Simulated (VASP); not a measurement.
# Cu (P6_3/mmc) in VASP: further runs

Runs on Cu. Level: r2SCAN+D3(BJ). Tasks: single point.

Everything below comes from runs of VASP 6.6.1. Logs are shortened: lines on timing, memory, paths and dates and some standing lists are left out, and cuts for length are marked.

### 1 The cell of the first run

Symmetry: P6_3/mmc, No. 194, hexagonal system. The conventional cell has a = 2.491 Å, b = 2.491 Å, c = 4.043 Å, α = 90.00°, β = 90.00°, γ = 120.00°. Within 3.3 Å of Cu (site symmetry -6m2) lie 12 Cu at 2.48 to 2.49 Å.

### 2 Single point, r2SCAN+D3(BJ)

Contents of POSCAR:

```
Cu
1.0
    2.4911379043      0.0000000000      0.0000000000
   -1.2455684606      2.1573883382      0.0000000000
    0.0000000000      0.0000000000      4.0428529382
Cu
2
Direct
    0.3333333333      0.6666666667      0.2500000000
    0.6666666667      0.3333333333      0.7500000000
```

Contents of INCAR.step1:

```
PREC = Accurate ; ENCUT = 520
ISMEAR = -1 ; SIGMA = 0.1
LREAL = False ; LASPH = True
NELM = 60 ; NBANDS = 18
GGA = PE ; ALGO = Normal
EDIFF = 1E-4 ; LWAVE = True
LCHARG = False
```

Contents of INCAR.step2:

```
PREC = Accurate ; ENCUT = 520
EDIFF = 1E-6 ; ISMEAR = -1
SIGMA = 0.1 ; LREAL = False
LASPH = True ; NELM = 60
ALGO = Normal ; ISIF = 2
LWAVE = False ; LCHARG = False
METAGGA = R2SCAN ; LMIXTAU = True
IVDW = 12 ; VDW_S6 = 1.0
VDW_S8 = 0.78981345 ; VDW_A1 = 0.49484001
VDW_A2 = 5.73083694 ; NBANDS = 18
ISTART = 1
```

Contents of KPOINTS:

```
regular mesh
0
Gamma
  10 10 6
```

Potentials or basis: VASP PAW PBE potentials, release 64 (Cu).

Run with:

```bash
> cat potpaw_PBE.64/Cu/POTCAR > POTCAR
> cp INCAR.step1 INCAR
> mpirun -np 1 vasp_std > vasp.out
> cp INCAR.step2 INCAR
> mpirun -np 1 vasp_std > vasp.out
```

OUTCAR:

```text
PREC = Accurate
   ENCUT = 520
   EDIFF = 1E-6
   ISMEAR = -1
   LREAL = False
   LASPH = True
   NELM = 60
   ISIF = 2
   METAGGA = R2SCAN
   IVDW = 12
   ISTART = 1
 IVDW          = 12

 ion  position               nearest neighbor table
   1  0.333  0.667  0.250-   2 2.48   2 2.48   2 2.48   2 2.48   2 2.48   2 2.48
   2  0.667  0.333  0.750-   1 2.48   1 2.48   1 2.48   1 2.48   1 2.48   1 2.48

  LATTYP: Found a hexagonal cell.
 ALAT       =     2.4911379043
 C/A-ratio  =     1.6228940723

  Lattice vectors:

 A1 = (   2.4911379043,   0.0000000000,   0.0000000000)
 A2 = (  -1.2455684606,   2.1573883382,   0.0000000000)
 A3 = (   0.0000000000,   0.0000000000,   4.0428529382)

Analysis of symmetry for initial positions (statically):
=====================================================================
 Subroutine PRICEL returns:
 Original cell was already a primitive cell.

 Routine SETGRP: Setting up the symmetry group for a
 hexagonal supercell.

 Subroutine GETGRP returns: Found 24 space group operations
 (whereof 12 operations were pure point group operations)
 out of a pool of 24 trial point group operations.

The static configuration has the point symmetry D_3d.
 The point group associated with its full space group is D_6h.

Analysis of symmetry for dynamics (positions and initial velocities):
=====================================================================
 Subroutine PRICEL returns:
 Original cell was already a primitive cell.

 Routine SETGRP: Setting up the symmetry group for a
 hexagonal supercell.

 Subroutine GETGRP returns: Found 24 space group operations
 (whereof 12 operations were pure point group operations)
 out of a pool of 24 trial point group operations.

The dynamic configuration has the point symmetry D_3d.
 The point group associated with its full space group is D_6h.

 Subroutine INISYM returns: Found 24 space group operations
 (whereof 12 operations are pure point group operations),
 and found     1 'primitive' translations

----------------------------------------------------------------------------------------

                                     Primitive cell

  volume of cell :      21.7277

  direct lattice vectors                    reciprocal lattice vectors
     2.491137904  0.000000000  0.000000000     0.401422980  0.231761614  0.000000000
    -1.245568461  2.157388338  0.000000000     0.000000000  0.463523410  0.000000000
     0.000000000  0.000000000  4.042852938     0.000000000  0.000000000  0.247350081

  length of vectors
     2.491137904  2.491137337  4.042852938     0.463523305  0.463523410  0.247350081

  position of ions in fractional coordinates (direct lattice)
     0.333333333  0.666666667  0.250000000
     0.666666667  0.333333333  0.750000000

  ion indices of the primitive-cell ions
   primitive index   ion index
                 1           1
                 2           2

----------------------------------------------------------------------------------------

 KPOINTS: regular mesh

Automatic generation of k-mesh.
 Grid dimensions read from file:
 generate k-points for:   10   10    6

 Generating k-lattice:

  Cartesian coordinates                     Fractional coordinates (reciprocal lattice)
     0.040142298  0.023176161  0.000000000     0.100000000  0.000000000  0.000000000
     0.000000000  0.046352341  0.000000000     0.000000000  0.100000000  0.000000000
     0.000000000  0.000000000  0.041225013     0.000000000  0.000000000  0.166666667

  Length of vectors
     0.046352330  0.046352341  0.041225013

  Shift w.r.t. Gamma in fractional coordinates (k-lattice)
     0.000000000  0.000000000  0.000000000

 Subroutine IBZKPT returns following result:
 ===========================================

 Found     56 irreducible k-points:

 Following reciprocal coordinates:
            Coordinates               Weight
  0.000000  0.000000  0.000000      1.000000
  0.100000  0.000000  0.000000      6.000000
  0.200000  0.000000  0.000000      6.000000
  0.300000 -0.000000  0.000000      6.000000
  0.400000  0.000000  0.000000      6.000000
  0.500000  0.000000  0.000000      3.000000
[... 16 lines left out ...]
  0.300000  0.100000  0.166667     24.000000
  0.400000  0.100000  0.166667     24.000000
 [... further k-points ...]
   k-points           NKPTS =     56   k-points in BZ     NKDIM =     56   number of bands    NBANDS=     18
   number of dos      NEDOS =    301   number of ions     NIONS =      2
   total plane-waves  NPLWV =  12000
   dimension x,y,z NGX =    20 NGY =   20 NGZ =   30
   dimension x,y,z NGXF=    40 NGYF=   40 NGZF=   60
   ions per type =               2
   NGX,Y,Z   is equivalent  to a cutoff of  13.35, 13.35, 12.34 a.u.
   NGXF,Y,Z  is equivalent  to a cutoff of  26.69, 26.69, 24.67 a.u.
 SYSTEM =  unknown system
   PREC   = accura    normal or accurate (medium, high low for compatibility)
   ISTART =      1    job   : 0-new  1-cont  2-samecut
   ICHARG =      0    charge: 1-file 2-atom 10-const
   ISPIN  =      1    spin polarized calculation?
   LNONCOLLINEAR =      F non collinear calculations
   LSORBIT =      F    spin-orbit coupling
   LASPH  =      T    aspherical Exc in radial PAW
   ENCUT  =  520.0 eV  38.22 Ry    6.18 a.u.   4.63  4.63  7.52*2*pi/ulx,y,z
   NELM   =     60;   NELMIN=  2; NELMDL=  0     # of ELM steps
   EDIFF  = 0.1E-05   stopping-criterion for ELM
   LREAL  =      F    real-space projection
   EDIFFG = 0.1E-04   stopping-criterion for IOM
   NSW    =      0    number of steps for IOM
   IBRION =     -1    ionic relax: 0-MD 1-quasi-New 2-CG
   NFREE  =      0    steps in history (QN), initial steepest desc. (CG)
   ISIF   =      2    stress and relaxation
   ISYM   =      2    0-nonsym 1-usesym 2-fastsym
   POTIM  = 0.5000    time-step for ionic-motion
   TEBEG  =    0.0;   TEEND  =   0.0 temperature during run
   PSTRESS=    0.0 pullay stress
   NELECT =      22.0000    total number of electrons
   NUPDOWN=      -1.0000    fix difference up-down
   EMIN   =  10.00;   EMAX   =-10.00  energy-range for DOS
   EFERMI =   0.00;   METHOD = LEGACY
   ISMEAR =    -1;   SIGMA  =   0.10  broadening in eV -4-tet -1-fermi 0-gaus
   EFERMI_NEDOS =   21; number of points for ismear=-14 and -15
   IALGO  =     38    algorithm
   IMIX   =      4    mixing-type and parameters
     AMIX     =   0.40;   BMIX     =  1.00
     AMIX_MAG =   1.60;   BMIX_MAG =  1.00
  volume/ion in A,a.u.               =      10.86        73.31
  Fermi-wavevector in a.u.,A,eV,Ry     =   1.643909  3.106537 36.768874  2.702436
  Thomas-Fermi vector in A             =   2.733964
   LORBIT       =      0    0 simple, 1 ext, 2 COOP (PROOUT), +10 PAW based schemes
   METAGGA = R2SCAN    functional components
   LHFCALC =     F    Hartree Fock is set to
   AEXX    =    0.0000 exact exchange contribution
   IVDW    =    12    specifies the selected vdW correction
   LEPSILON=     F    determine dielectric tensor
   LRPA    =     F    only Hartree local field effects (RPA)
 non-spin polarized calculation
  energy-cutoff  :      520.00
  volume of cell :       21.73
 maximum number of plane-waves:       604
 NGX is ok and might be reduce to    20
   NGX =  9   NGY =  9   NGZ = 15

 number of electron      22.0000000 magnetization

 Free energy of the ion-electron system (eV)
  ---------------------------------------------------
  ext. energy  EPLUGINS =         0.00000000
  ---------------------------------------------------
  free energy    TOTEN  =       -21.58759507 eV

  energy without entropy =      -21.56031391  energy(sigma->0) =      -21.57395449

 E-fermi :   8.3898     XC(G=0): -14.3161

 val. band max:        8.3882293555   @ k =   0.4000   0.1000   0.3333
 cond. band min:       8.4069078133   @ k =   0.3000  -0.0000   0.3333
 fundamental gap:      0.0186784579
 Fermi energy:         8.3897509575

 k-point     1 :       0.0000    0.0000    0.0000
  band No.  band energies     occupation
      1      -1.8769      2.00000
      2       2.7331      2.00000
      3       5.0721      2.00000
      4       5.1114      2.00000
      5       5.1116      2.00000
      6       5.3591      2.00000
[... 10 lines left out ...]
     17      34.0320      0.00000
     18      34.0322      0.00000

 k-point     2 :       0.1000    0.0000    0.0000
  band No.  band energies     occupation
      1      -1.5229      2.00000
      2       2.9299      2.00000
      3       4.8688      2.00000
      4       5.2444      2.00000
      5       5.2540      2.00000
      6       5.3229      2.00000
[... 10 lines left out ...]
     17      34.5761      0.00000
     18      35.2022      0.00000

 k-point     3 :       0.2000    0.0000    0.0000
  band No.  band energies     occupation
      1      -0.5008      2.00000
      2       3.3725      2.00000
      3       4.5968      2.00000
      4       4.6017      2.00000
      5       5.1241      2.00000
      6       5.3922      2.00000
[... 10 lines left out ...]
     17      30.4157      0.00000
     18      33.1258      0.00000

 k-point     4 :       0.3000   -0.0000    0.0000
  band No.  band energies     occupation
      1       1.0172      2.00000
      2       3.5669      2.00000
      3       3.9764      2.00000
      4       4.5192      2.00000
      5       5.1182      2.00000
      6       5.1931      2.00000
[... 10 lines left out ...]
     17      26.7703      0.00000
     18      30.3557      0.00000

 k-point     5 :       0.4000    0.0000    0.0000
  band No.  band energies     occupation
      1       2.4697      2.00000
      2       3.4010      2.00000
      3       3.6184      2.00000
      4       4.7214      2.00000
      5       5.0460      2.00000
      6       5.1883      2.00000
[... 10 lines left out ...]
     17      23.3398      0.00000
     18      29.5232      0.00000

 k-point     6 :       0.5000    0.0000    0.0000
  band No.  band energies     occupation
      1       3.0231      2.00000
      2       3.2489      2.00000
      3       3.5026      2.00000
      4       4.9881      2.00000
      5       4.9924      2.00000
      6       5.1321      2.00000
[... 10 lines left out ...]
     17      22.8196      0.00000
     18      29.3274      0.00000

 k-point     7 :       0.1000    0.1000    0.0000
  band No.  band energies     occupation
      1      -0.8333      2.00000
      2       3.2623      2.00000
      3       4.6424      2.00000
      4       4.8299      2.00000
      5       5.1912      2.00000
      6       5.3557      2.00000
[... 10 lines left out ...]
     17      32.8165      0.00000
     18      33.0298      0.00000

 k-point     8 :       0.2000    0.1000    0.0000
  band No.  band energies     occupation
      1       0.4541      2.00000
      2       3.6468      2.00000
      3       4.2001      2.00000
      4       4.3886      2.00000
      5       5.1061      2.00000
      6       5.1358      2.00000
[... 10 lines left out ...]
     17      29.5610      0.00000
     18      31.1019      0.00000
[... 229 lines left out ...]
     17      25.5506      0.00000
     18      29.6858      0.00000

 k-point    20 :       0.5000    0.0000    0.1667
  band No.  band energies     occupation
      1       2.8738      2.00000
      2       3.2762      2.00000
      3       3.8242      2.00000
      4       4.3141      2.00000
      5       5.0885      2.00000
      6       5.4166      2.00000
[... 10 lines left out ...]
     17      23.2306      0.00000
     18      29.4471      0.00000

 k-point    21 :       0.1000    0.1000    0.1667
  band No.  band energies     occupation
      1      -0.5675      2.00000
      2       3.1801      2.00000
      3       4.5781      2.00000
      4       4.6709      2.00000
      5       5.1140      2.00000
      6       5.2600      2.00000
[... 10 lines left out ...]
     17      30.9352      0.00000
     18      33.1344      0.00000

 k-point    22 :       0.2000    0.1000    0.1667
  band No.  band energies     occupation
      1       0.6869      2.00000
      2       3.6563      2.00000
      3       4.0546      2.00000
      4       4.4371      2.00000
      5       4.9799      2.00000
      6       5.2266      2.00000
[... 10 lines left out ...]
     17      29.2751      0.00000
     18      31.5365      0.00000

 k-point    23 :       0.3000    0.1000    0.1667
  band No.  band energies     occupation
      1       2.1501      2.00000
      2       3.6115      2.00000
      3       3.7879      2.00000
      4       4.3988      2.00000
      5       5.0037      2.00000
      6       5.2772      2.00000
[... 10 lines left out ...]
     17      27.7413      0.00000
     18      28.0465      0.00000

 k-point    24 :       0.4000    0.1000    0.1667
  band No.  band energies     occupation
      1       2.9428      2.00000
      2       3.4329      2.00000
      3       3.8362      2.00000
      4       4.3020      2.00000
      5       4.9745      2.00000
      6       5.4601      2.00000
[... 10 lines left out ...]
     17      24.2573      0.00000
     18      27.3305      0.00000

 [... further k-points ...]

------------------------ aborting loop because EDIFF is reached ----------------------------------------

 Edisp (eV)   -0.59701

 E8    (eV) :    -0.1999

  FORCE on cell =-STRESS in cart. coord.  units (eV):
  Direction    XX          YY          ZZ          XY          YZ          ZX
  --------------------------------------------------------------------------------------
  -------------------------------------------------------------------------------------
  Total       0.83378     0.83378     0.88539     0.00000     0.00000     0.00000
  in kB      61.48174    61.48172    65.28758     0.00001     0.00000     0.00000
  external pressure =       62.75 kB  Pullay stress =        0.00 kB

 VOLUME and BASIS-vectors are now :
 -----------------------------------------------------------------------------
  energy-cutoff  :      520.00
  volume of cell :       21.73
      direct lattice vectors                 reciprocal lattice vectors
     2.491137904  0.000000000  0.000000000     0.401422980  0.231761614  0.000000000
    -1.245568461  2.157388338  0.000000000     0.000000000  0.463523410  0.000000000
     0.000000000  0.000000000  4.042852938     0.000000000  0.000000000  0.247350081

 POSITION                                       TOTAL-FORCE (eV/Angst)
 -----------------------------------------------------------------------------------
      0.00000      1.43826      1.01071         0.000000      0.000000      0.000000
      1.24557      0.71913      3.03214        -0.000000     -0.000000      0.000000
 -----------------------------------------------------------------------------------
    total drift:                                0.000000     -0.000000      0.000000

  FREE ENERGIE OF THE ION-ELECTRON SYSTEM (eV)
  ---------------------------------------------------
  free  energy   TOTEN  =       -22.1846006248 eV

  energy  without entropy=      -22.1573194614  energy(sigma->0) =      -22.17096004
```

Run time: 42 s. Hardware: 1 thread of Intel Xeon 6975P-C (Granite Rapids), shared host; peak memory 0.15 GiB.

What came out:

```yaml
Free_energy: -22.1846 eV
Pressure: 6.3 GPa
Band_gap_on_the_k_mesh: zero (band 11 reaches 11.82 eV, above the bottom of band 12 at 6.28 eV)
Dispersion_energy_per_atom: -0.299 eV
```

Stress tensor (GPa, compression positive):
```
6.15 0.00 0.00
0.00 6.15 0.00
0.00 0.00 6.53
```

Caveat: three body term missing; the PAW data sets were made with another functional, which shifts forces and pressure a little; pairwise dispersion overbinds metals, which lowers pressure and volume.

### 3 Single point, r2SCAN+D3(BJ)

This run uses another cell than the first one, of 11.21 Å³/atom, 1.032 times its volume.

Contents of POSCAR:

```
Cu
1.0
    2.5170891251      0.0000000000      0.0000000000
   -1.2585440659      2.1798627508      0.0000000000
    0.0000000000      0.0000000000      4.0849690207
Cu
2
Direct
    0.3333333333      0.6666666667      0.2500000000
    0.6666666667      0.3333333333      0.7500000000
```

Contents of INCAR.step1:

```
ALGO     = Normal         # electronic algorithm
EDIFF    = 1E-4           # SCF threshold, eV
ENCUT    = 520            # plane-wave cutoff, eV
GGA      = PE             # functional
ISMEAR   = -1             # smearing method
LASPH    = T              # aspherical terms in the spheres
LCHARG   = F              # write CHGCAR
LREAL    = F              # projectors in reciprocal space
LWAVE    = T              # write WAVECAR
NBANDS   = 18             # bands
NELM     = 100            # most SCF steps
PREC     = Accurate       # precision mode
SIGMA    = 0.1            # smearing width, eV
```

Contents of INCAR.step2:

```
ALGO     = Normal         # electronic algorithm
EDIFF    = 1E-6           # SCF threshold, eV
ENCUT    = 520            # plane-wave cutoff, eV
ISIF     = 2              # what is computed and relaxed
ISMEAR   = -1             # smearing method
ISTART   = 1            
IVDW     = 12             # dispersion correction
LASPH    = T              # aspherical terms in the spheres
LCHARG   = F              # write CHGCAR
LMIXTAU  = T            
LREAL    = F              # projectors in reciprocal space
LWAVE    = F              # write WAVECAR
METAGGA  = R2SCAN         # meta-GGA
NBANDS   = 18             # bands
NELM     = 100            # most SCF steps
PREC     = Accurate       # precision mode
SIGMA    = 0.1            # smearing width, eV
VDW_A1   = 0.49484001   
VDW_A2   = 5.73083694   
VDW_S6   = 1.0          
VDW_S8   = 0.78981345
```

Contents of KPOINTS:

```
k-points
0
Gamma
  10 10 6
```

Potentials or basis: VASP PAW PBE potentials, release 64 (Cu).

Run with:

```bash
> cat potpaw_PBE.64/Cu/POTCAR > POTCAR
> cp INCAR.step1 INCAR
> mpirun -np 1 vasp_std > vasp.out
> cp INCAR.step2 INCAR
> mpirun -np 1 vasp_std > vasp.out
```

It took 48 s on 1 thread of Intel Xeon 6975P-C (Granite Rapids), shared host; peak memory 0.15 GiB.

The run converged. Its results:

```yaml
Free_energy: -22.1992 eV
Pressure: 0.5 GPa
Band_gap_on_the_k_mesh: zero (band 11 reaches 11.34 eV, above the bottom of band 12 at 5.92 eV)
Dispersion_energy_per_atom: -0.289 eV
```

Stress tensor (GPa, compression positive):
```
0.42 0.00 0.00
0.00 0.42 0.00
0.00 0.00 0.61
```

Levels at points of the mesh, in eV from the Fermi level:
| k point | band 8 | band 9 | band 10 | band 11 | band 12 | band 13 | band 14 | band 15 |
| --- | --- | --- | --- | --- | --- | --- | --- | --- |
| (0.00, 0.00, 0.00) | -2.66 | -2.66 | -1.82 | -1.82 | -1.06 | 4.42 | 22.58 | 23.54 |
| (0.50, 0.00, 0.00) | -1.72 | -1.66 | -1.61 | 0.04 | 1.81 | 8.48 | 9.04 | 11.46 |
| (0.00, 0.00, 0.50) | -3.22 | -2.06 | -2.06 | -2.06 | -2.06 | 13.69 | 13.69 | 23.34 |
| (0.50, 0.00, 0.50) | -2.01 | -1.65 | -1.65 | 0.53 | 0.53 | 5.45 | 5.45 | 17.46 |

Caveat: three body term missing; the PAW data sets were made with another functional, which shifts forces and pressure a little; pairwise dispersion overbinds metals, which lowers pressure and volume.

(Continued in part 2 of 2.)
